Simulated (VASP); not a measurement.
Write the native input for VASP 6.6.1 that does the following.

```
Task                   : relaxation of cell and atoms
Functional             : PBE
Potentials or basis    : VASP PAW PBE potentials, release 64 (Be, Te)
Cutoff                 : 600 eV
k mesh                 : 12 × 12 × 12
Occupations            : gaussian, width 0.1 eV
Spin                   : no spin polarisation
Dipole correction      : no
Further INCAR settings : ALGO = Normal; EDIFF = 1e-06; IBRION = 2; EDIFFG = -0.01; NSW = 100; ISIF = 3
```

The structure of BeTe3 lies in POSCAR:

```
BeTe3
1.0
    0.0000000000      3.7320555400      3.7320555400
    3.7320555400      0.0000000000      3.7320555400
    3.7320555400      3.7320555400      0.0000000000
Be Te
1 3
Direct
    0.0000000000      0.0000000000      0.0000000000
    0.2500000000      0.2500000000      0.2500000000
    0.7500000000      0.7500000000      0.7500000000
    0.5000000000      0.5000000000      0.5000000000
```

The input as run:

INCAR

```
SYSTEM = BeTe3
PREC = Accurate
ENCUT = 600
EDIFF = 1E-6
ISMEAR = 0
SIGMA = 0.1
LREAL = .False.
LASPH = .True.
NELM = 80
ALGO = Normal
ISIF = 3
LWAVE = .False.
LCHARG = .False.
GGA = PE
IBRION = 2
NSW = 100
EDIFFG = -0.01
```

KPOINTS

```
regular mesh
0
Gamma
  12 12 12
  0 0 0
```

Potentials or basis: VASP PAW PBE potentials, release 64 (Be, Te).

Command:

```bash
$ cat potpaw_PBE.64/Be/POTCAR potpaw_PBE.64/Te/POTCAR > POTCAR
$ mpirun -np 1 vasp_std > vasp.out
```

It gave:

```yaml
Relaxed_volume: 24.61 Å³/atom
Relaxed_cell: a = 5.183 Å, b = 5.183 Å, c = 5.183 Å, α = 60.00°, β = 60.00°, γ = 60.00°
Space_group_after_relaxing_to_0.05_Å: Fm-3m (No. 225)
Energy_gained_by_relaxing: 11.7 meV/atom
Ionic_steps: 3
Pressure_after_relaxing: 0.0 GPa
Band_gap_on_the_k_mesh: zero (band 10 reaches 8.15 eV, above the bottom of band 11 at 6.38 eV)
```

Caveat: spin-orbit coupling is left out, which moves the levels of the heavy elements.

Run time: 2.4 min on 1 thread of AMD EPYC 9R45 96-Core Processor (Zen 5) (shared host), peak memory 0.32 GiB.
